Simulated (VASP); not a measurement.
# ScGe4 (P2) in VASP: further runs

Runs on ScGe4. Level: PBE. Tasks: single point.

Everything below comes from runs of VASP 6.6.1. Logs are shortened: lines on timing, memory, paths and dates and some standing lists are left out, and cuts for length are marked.

**1. The cell of the first run**

It takes space group P2 (No. 3, monoclinic). Conventional cell: a = 4.006 Å, b = 6.226 Å, c = 4.205 Å, α = 90.00°, β = 92.46°, γ = 90.00°. Within 3.7 Å of Sc (site symmetry 2) lie 8 Ge at 2.80 to 2.97 Å. Within 3.4 Å of Ge (site symmetry 1) lie 6 Ge at 2.54 to 3.39 Å and 1 Sc at 2.86 Å. Within 3.4 Å of Ge (site symmetry 2) lie 4 Ge at 2.57 to 2.73 Å and 2 Sc at 2.80 Å. Ge (site symmetry 2) has 4 Ge at 2.73 to 2.80 Å and 4 Sc at 2.84 to 2.97 Å within 3.6 Å.

**2. Single point, PBE**

Contents of INCAR:

```
ALGO = Normal ; EDIFF = 1E-6
ENCUT = 520 ; GGA = PE
ISIF = 2 ; ISMEAR = 0
LASPH = True ; LCHARG = False
LREAL = False ; LWAVE = False
NBANDS = 42 ; NELM = 100
PREC = Accurate ; SIGMA = 0.1
```

Contents of KPOINTS:

```
k-points
0
Gamma
  10 6 10
```

Contents of POSCAR:

```
ScGe4
1.0
    4.0059525873      0.0000000000     -0.0343628830
    0.0000000000      6.2255825756      0.0000000000
   -0.1444687816      0.0000000000      4.2021354036
Sc Ge
1 4
Direct
    0.5000000000      0.4863903497      0.5000000000
    0.7985915209      0.8778715370      0.7256964721
    0.5000000000      0.1886090783      0.0000000000
    0.2014084791      0.8778715370      0.2743035279
    0.0000000000      0.4867475381      0.0000000000
```

Potentials or basis: VASP PAW PBE potentials, release 64 (Sc_sv, Ge_d).

Started as:

```console
cat potpaw_PBE.64/Sc_sv/POTCAR potpaw_PBE.64/Ge_d/POTCAR > POTCAR
mpirun -np 1 vasp_std > vasp.out
```

OUTCAR:

```text
EDIFF = 1E-6
   ENCUT = 520
   GGA = PE
   ISIF = 2
   ISMEAR = 0
   LASPH = True
   LREAL = False
   NELM = 100
   PREC = Accurate

 ion  position               nearest neighbor table
   1  0.500  0.486  0.500-   3 2.80   3 2.80   5 2.84   5 2.84   4 2.86   2 2.86   5 2.97   5 2.97

   2  0.799  0.878  0.726-   4 2.54   3 2.57   4 2.76   5 2.80   1 2.86
   3  0.500  0.189  0.000-   2 2.57   4 2.57   5 2.73   5 2.73   1 2.80   1 2.80
   4  0.201  0.878  0.274-   2 2.54   3 2.57   2 2.76   5 2.80   1 2.86
   5  0.000  0.487  0.000-   3 2.73   3 2.73   4 2.80   2 2.80   1 2.84   1 2.84   1 2.97   1 2.97

  LATTYP: Found a simple monoclinic cell.
 ALAT       =     4.0060999662
 B/A-ratio  =     1.5540257677
 C/A-ratio  =     1.0495539585
 COS(beta)  =    -0.0429308603

  Lattice vectors:

 A1 = (   4.0059525873,   0.0000000000,  -0.0343628830)
 A2 = (   0.0000000000,   6.2255825756,   0.0000000000)
 A3 = (  -0.1444687816,   0.0000000000,   4.2021354036)

Analysis of symmetry for initial positions (statically):
=====================================================================
 Subroutine PRICEL returns:
 Original cell was already a primitive cell.

 Routine SETGRP: Setting up the symmetry group for a
 simple monoclinic supercell.

 Subroutine GETGRP returns: Found  2 space group operations
 (whereof  2 operations were pure point group operations)
 out of a pool of  4 trial point group operations.

The static configuration has the point symmetry C_2 .

Analysis of symmetry for dynamics (positions and initial velocities):
=====================================================================
 Subroutine PRICEL returns:
 Original cell was already a primitive cell.

 Routine SETGRP: Setting up the symmetry group for a
 simple monoclinic supercell.

 Subroutine GETGRP returns: Found  2 space group operations
 (whereof  2 operations were pure point group operations)
 out of a pool of  4 trial point group operations.

The dynamic configuration has the point symmetry C_2 .

 Subroutine INISYM returns: Found  2 space group operations
 (whereof  2 operations are pure point group operations),
 and found     1 'primitive' translations

----------------------------------------------------------------------------------------

                                     Primitive cell

  volume of cell :     104.7678

  direct lattice vectors                    reciprocal lattice vectors
     4.005952587  0.000000000 -0.034362883     0.249702155  0.000000000  0.008584722
     0.000000000  6.225582576  0.000000000     0.000000000  0.160627538  0.000000000
    -0.144468782  0.000000000  4.202135404     0.002041935  0.000000000  0.238044446

  length of vectors
     4.006099966  6.225582576  4.204618078     0.249849683  0.160627538  0.238053204

  position of ions in fractional coordinates (direct lattice)
     0.500000000  0.486390350  0.500000000
     0.798591521  0.877871537  0.725696472
     0.500000000  0.188609078  0.000000000
     0.201408479  0.877871537  0.274303528
     0.000000000  0.486747538  0.000000000

  ion indices of the primitive-cell ions
   primitive index   ion index
                 1           1
                 2           2
                 3           3
                 4           4
                 5           5

----------------------------------------------------------------------------------------

 KPOINTS: k-points

Automatic generation of k-mesh.
 Grid dimensions read from file:
 generate k-points for:   10    6   10

 Generating k-lattice:

  Cartesian coordinates                     Fractional coordinates (reciprocal lattice)
     0.024970216  0.000000000  0.000858472     0.100000000  0.000000000 -0.000000000
     0.000000000  0.026771256  0.000000000     0.000000000  0.166666667  0.000000000
     0.000204193  0.000000000  0.023804445    -0.000000000  0.000000000  0.100000000

  Length of vectors
     0.024984968  0.026771256  0.023805320

  Shift w.r.t. Gamma in fractional coordinates (k-lattice)
     0.000000000  0.000000000  0.000000000

 Subroutine IBZKPT returns following result:
 ===========================================

 Found    208 irreducible k-points:

 Following reciprocal coordinates:
            Coordinates               Weight
  0.000000  0.000000  0.000000      1.000000
  0.100000  0.000000 -0.000000      2.000000
  0.200000  0.000000 -0.000000      2.000000
  0.300000  0.000000  0.000000      2.000000
  0.400000  0.000000 -0.000000      2.000000
  0.500000  0.000000 -0.000000      1.000000
[... 16 lines left out ...]
  0.400000  0.500000 -0.000000      2.000000
  0.500000  0.500000 -0.000000      1.000000
 [... further k-points ...]
   k-points           NKPTS =    208   k-points in BZ     NKDIM =    208   number of bands    NBANDS=     42
   number of dos      NEDOS =    301   number of ions     NIONS =      5
   total plane-waves  NPLWV =  46080
   dimension x,y,z NGX =    30 NGY =   48 NGZ =   32
   dimension x,y,z NGXF=    60 NGYF=   96 NGZF=   64
   ions per type =               1   4
   NGX,Y,Z   is equivalent  to a cutoff of  12.45, 12.82, 12.65 a.u.
   NGXF,Y,Z  is equivalent  to a cutoff of  24.90, 25.64, 25.30 a.u.
 SYSTEM =  unknown system
   PREC   = accura    normal or accurate (medium, high low for compatibility)
   ISTART =      0    job   : 0-new  1-cont  2-samecut
   ICHARG =      2    charge: 1-file 2-atom 10-const
   ISPIN  =      1    spin polarized calculation?
   LNONCOLLINEAR =      F non collinear calculations
   LSORBIT =      F    spin-orbit coupling
   LASPH  =      T    aspherical Exc in radial PAW
   ENCUT  =  520.0 eV  38.22 Ry    6.18 a.u.   7.45 11.58  7.82*2*pi/ulx,y,z
   NELM   =    100;   NELMIN=  2; NELMDL= -5     # of ELM steps
   EDIFF  = 0.1E-05   stopping-criterion for ELM
   LREAL  =      F    real-space projection
   EDIFFG = 0.1E-04   stopping-criterion for IOM
   NSW    =      0    number of steps for IOM
   IBRION =     -1    ionic relax: 0-MD 1-quasi-New 2-CG
   NFREE  =      0    steps in history (QN), initial steepest desc. (CG)
   ISIF   =      2    stress and relaxation
   ISYM   =      2    0-nonsym 1-usesym 2-fastsym
   POTIM  = 0.5000    time-step for ionic-motion
   TEBEG  =    0.0;   TEEND  =   0.0 temperature during run
   PSTRESS=    0.0 pullay stress
   NELECT =      67.0000    total number of electrons
   NUPDOWN=      -1.0000    fix difference up-down
   EMIN   =  10.00;   EMAX   =-10.00  energy-range for DOS
   EFERMI =   0.00;   METHOD = LEGACY
   ISMEAR =     0;   SIGMA  =   0.10  broadening in eV -4-tet -1-fermi 0-gaus
   EFERMI_NEDOS =   21; number of points for ismear=-14 and -15
   IALGO  =     38    algorithm
   IMIX   =      4    mixing-type and parameters
     AMIX     =   0.40;   BMIX     =  1.00
     AMIX_MAG =   1.60;   BMIX_MAG =  1.00
  volume/ion in A,a.u.               =      20.95       141.40
  Fermi-wavevector in a.u.,A,eV,Ry     =   1.410448  2.665361 27.066947  1.989365
  Thomas-Fermi vector in A             =   2.532401
   LORBIT       =      0    0 simple, 1 ext, 2 COOP (PROOUT), +10 PAW based schemes
   GGA     = PE    functional components
   LHFCALC =     F    Hartree Fock is set to
   AEXX    =    0.0000 exact exchange contribution
   IVDW    =     0    specifies the selected vdW correction
   LEPSILON=     F    determine dielectric tensor
   LRPA    =     F    only Hartree local field effects (RPA)
 non-spin polarized calculation
 Gauss-broadening in eV      SIGMA  =   0.10
  energy-cutoff  :      520.00
  volume of cell :      104.77
 maximum number of plane-waves:      2848
 NGX is ok and might be reduce to    30
   NGX = 15   NGY = 23   NGZ = 15

 number of electron      66.9999980 magnetization

 Free energy of the ion-electron system (eV)
  ---------------------------------------------------
  ext. energy  EPLUGINS =         0.00000000
  ---------------------------------------------------
  free energy    TOTEN  =       -24.67343891 eV

  energy without entropy =      -24.66074385  energy(sigma->0) =      -24.66709138

 E-fermi :   5.3937     XC(G=0): -10.5645

 val. band max:        5.3932184754   @ k =  -0.1000   0.3333   0.2000
 cond. band min:       5.3940016241   @ k =   0.1000   0.3333   0.4000
 fundamental gap:      0.0007831487
 Fermi energy:         5.3937456287

 k-point     1 :       0.0000    0.0000    0.0000
  band No.  band energies     occupation
      1     -44.3211      2.00000
      2     -23.0010      2.00000
      3     -22.9660      2.00000
      4     -22.9473      2.00000
      5     -19.2758      2.00000
      6     -19.2134      2.00000
[... 34 lines left out ...]
     41       9.0638      0.00000
     42       9.2823      0.00000

 k-point     2 :       0.1000    0.0000   -0.0000
  band No.  band energies     occupation
      1     -44.3209      2.00000
      2     -23.0024      2.00000
      3     -22.9658      2.00000
      4     -22.9490      2.00000
      5     -19.2733      2.00000
      6     -19.2163      2.00000
[... 34 lines left out ...]
     41       9.0712      0.00000
     42       9.4599      0.00000

 k-point     3 :       0.2000    0.0000   -0.0000
  band No.  band energies     occupation
      1     -44.3206      2.00000
      2     -23.0066      2.00000
      3     -22.9652      2.00000
      4     -22.9532      2.00000
      5     -19.2667      2.00000
      6     -19.2216      2.00000
[... 34 lines left out ...]
     41       9.2097      0.00000
     42       9.3751      0.00000

 k-point     4 :       0.3000    0.0000    0.0000
  band No.  band energies     occupation
      1     -44.3201      2.00000
      2     -23.0125      2.00000
      3     -22.9645      2.00000
      4     -22.9577      2.00000
      5     -19.2581      2.00000
      6     -19.2255      2.00000
[... 844 lines left out ...]
     41       9.0278      0.00000
     42       9.8206      0.00000

 k-point    23 :       0.4000    0.5000   -0.0000
  band No.  band energies     occupation
      1     -44.3198      2.00000
      2     -23.0178      2.00000
      3     -22.9641      2.00000
      4     -22.9607      2.00000
      5     -19.2500      2.00000
      6     -19.2261      2.00000
[... 34 lines left out ...]
     41       8.7431      0.00000
     42       9.2687      0.00000

 k-point    24 :       0.5000    0.5000   -0.0000
  band No.  band energies     occupation
      1     -44.3197      2.00000
      2     -23.0199      2.00000
      3     -22.9639      2.00000
      4     -22.9618      2.00000
      5     -19.2474      2.00000
      6     -19.2260      2.00000
[... 34 lines left out ...]
     41       8.6697      0.00000
     42       9.0837      0.00000

 [... further k-points ...]
[... 5 lines left out ...]
  --------------------------------------------------------------------------------------
  -------------------------------------------------------------------------------------
  Total        0.0219860      0.0347335      0.0232571      0.0000000      0.0000000      0.0228348
  in kB        0.3362249      0.5311672      0.3556629      0.0000000      0.0000000      0.3492046
  external PRESSURE =       0.4076850 kB  Pullay stress =       0.0000000 kB

 VOLUME and BASIS-vectors are now :
 -----------------------------------------------------------------------------
  energy-cutoff  :      520.00
  volume of cell :      104.77
      direct lattice vectors                 reciprocal lattice vectors
     4.005952587  0.000000000 -0.034362883     0.249702155  0.000000000  0.008584722
     0.000000000  6.225582576  0.000000000     0.000000000  0.160627538  0.000000000
    -0.144468782  0.000000000  4.202135404     0.002041935  0.000000000  0.238044446

 POSITION                                       TOTAL-FORCE (eV/Angst)
 -----------------------------------------------------------------------------------
      1.93074      3.02806      2.08389        -0.000000      0.000730      0.000000
      3.09428      5.46526      3.02203         0.006022      0.001231     -0.006203
      2.00298      1.17420     -0.01718        -0.000000     -0.003754      0.000000
      0.76720      5.46526      1.14574        -0.006022      0.001231      0.006203
      0.00000      3.03029      0.00000        -0.000000      0.000562      0.000000
 -----------------------------------------------------------------------------------
    total drift:                               -0.000000     -0.002755      0.000013

  FREE ENERGIE OF THE ION-ELECTRON SYSTEM (eV)
  ---------------------------------------------------
  free  energy   TOTEN  =       -24.6734389138 eV

  energy  without entropy=      -24.6607438503  energy(sigma->0) =      -24.66709138
```

It took 9.8 min on 1 thread of Intel Xeon Platinum 8488C (Sapphire Rapids), shared host; peak memory 0.74 GiB.

What came out:

| Item | Value |
| --- | --- |
| Free energy | -24.6734 eV |
| Pressure | 0.0 GPa |
| Largest force | 0.009 eV/Å |

Forces in eV/Å, atoms in the order of the input:
```
Sc   0.000  0.001  0.000
Ge   0.006  0.001 -0.006
Ge   0.000 -0.004  0.000
Ge  -0.006  0.001  0.006
Ge   0.000  0.001  0.000
```

**3. Single point, PBE**

Contents of INCAR:

```
SYSTEM = ScGe4
PREC = Accurate
ENCUT = 520
EDIFF = 1E-7
ISMEAR = 0
SIGMA = 0.1
LREAL = .FALSE.
LASPH = .TRUE.
NELM = 100
ALGO = Normal
ISIF = 2
LWAVE = .FALSE.
LCHARG = .TRUE.
GGA = PE
LELF = .TRUE.
LVHAR = .TRUE.
NBANDS = 42
```

Contents of KPOINTS:

```
Automatic mesh
0
G
  10 6 10
  0 0 0
```

POSCAR is that of step 2.

Potentials or basis: VASP PAW PBE potentials, release 64 (Sc_sv, Ge_d).

Started as:

```console
cat potpaw_PBE.64/Sc_sv/POTCAR potpaw_PBE.64/Ge_d/POTCAR > POTCAR
mpirun -np 1 vasp_std > vasp.out
```

OUTCAR:

```text
SYSTEM = ScGe4
   PREC = Accurate
   ENCUT = 520
   EDIFF = 1E-7
   ISMEAR = 0
   LREAL = .FALSE.
   LASPH = .TRUE.
   NELM = 100
   ISIF = 2
   GGA = PE

 ion  position               nearest neighbor table
   1  0.500  0.486  0.500-   3 2.80   3 2.80   5 2.84   5 2.84   4 2.86   2 2.86   5 2.97   5 2.97

   2  0.799  0.878  0.726-   4 2.54   3 2.57   4 2.76   5 2.80   1 2.86
   3  0.500  0.189  0.000-   2 2.57   4 2.57   5 2.73   5 2.73   1 2.80   1 2.80
   4  0.201  0.878  0.274-   2 2.54   3 2.57   2 2.76   5 2.80   1 2.86
   5  0.000  0.487  0.000-   3 2.73   3 2.73   4 2.80   2 2.80   1 2.84   1 2.84   1 2.97   1 2.97

  LATTYP: Found a simple monoclinic cell.
 ALAT       =     4.0060999662
 B/A-ratio  =     1.5540257677
 C/A-ratio  =     1.0495539585
 COS(beta)  =    -0.0429308603

  Lattice vectors:

 A1 = (   4.0059525873,   0.0000000000,  -0.0343628830)
 A2 = (   0.0000000000,   6.2255825756,   0.0000000000)
 A3 = (  -0.1444687816,   0.0000000000,   4.2021354036)

Analysis of symmetry for initial positions (statically):
=====================================================================
 Subroutine PRICEL returns:
[... 174 lines left out ...]
  free energy    TOTEN  =       -24.67343884 eV

  energy without entropy =      -24.66074389  energy(sigma->0) =      -24.66709136

 E-fermi :   5.3938     XC(G=0): -10.5644

 val. band max:        5.3932898671   @ k =  -0.1000   0.3333   0.2000
 cond. band min:       5.3940265083   @ k =   0.1000   0.3333   0.4000
 fundamental gap:      0.0007366412
 Fermi energy:         5.3937988191

 k-point     1 :       0.0000    0.0000    0.0000
  band No.  band energies     occupation
      1     -44.3207      2.00000
      2     -23.0006      2.00000
      3     -22.9657      2.00000
      4     -22.9469      2.00000
      5     -19.2758      2.00000
      6     -19.2134      2.00000
[... 1069 lines left out ...]
     41       8.6698      0.00000
     42       9.0838      0.00000

 [... further k-points ...]
[... 5 lines left out ...]
  --------------------------------------------------------------------------------------
  -------------------------------------------------------------------------------------
  Total        0.0274902      0.0392091      0.0277161      0.0000000      0.0000000      0.0234724
  in kB        0.4203987      0.5996114      0.4238531      0.0000000      0.0000000      0.3589553
  external PRESSURE =       0.4812877 kB  Pullay stress =       0.0000000 kB

 VOLUME and BASIS-vectors are now :
 -----------------------------------------------------------------------------
  energy-cutoff  :      520.00
  volume of cell :      104.77
      direct lattice vectors                 reciprocal lattice vectors
     4.005952587  0.000000000 -0.034362883     0.249702155  0.000000000  0.008584722
     0.000000000  6.225582576  0.000000000     0.000000000  0.160627538  0.000000000
    -0.144468782  0.000000000  4.202135404     0.002041935  0.000000000  0.238044446

 POSITION                                       TOTAL-FORCE (eV/Angst)
 -----------------------------------------------------------------------------------
      1.93074      3.02806      2.08389         0.000000      0.000709      0.000000
      3.09428      5.46526      3.02203         0.006092      0.001364     -0.006054
      2.00298      1.17420     -0.01718         0.000000     -0.004006      0.000000
      0.76720      5.46526      1.14574        -0.006092      0.001364      0.006054
      0.00000      3.03029      0.00000         0.000000      0.000569      0.000000
 -----------------------------------------------------------------------------------
    total drift:                               -0.000000     -0.002663      0.000013

  FREE ENERGIE OF THE ION-ELECTRON SYSTEM (eV)
  ---------------------------------------------------
  free  energy   TOTEN  =       -24.6734388376 eV

  energy  without entropy=      -24.6607438904  energy(sigma->0) =      -24.66709136
```

stdout:

```text
POSCAR found type information on POSCAR ScGe
 POSCAR found :  2 types and       5 ions
 scaLAPACK will be used
 LDA part: xc-table for (Slater+PW92), standard interpolation
 POSCAR, INCAR and KPOINTS ok, starting setup
 FFT: planning ... GRIDC
 FFT: planning ... GRID_SOFT
 FFT: planning ... GRID
 WAVECAR not read
 entering main loop
```

Run time: 11 min. Hardware: 1 thread of Intel Xeon Platinum 8488C (Sapphire Rapids), shared host; peak memory 0.74 GiB.

What came out:

```
Free energy   : -24.6734 eV
Pressure      : 0.0 GPa
Largest force : 0.009 eV/Å
```

Forces in eV/Å, atoms in the order of the input:
```
Sc   0.000  0.001  0.000
Ge   0.006  0.001 -0.006
Ge   0.000 -0.004  0.000
Ge  -0.006  0.001  0.006
Ge   0.000  0.001  0.000
```
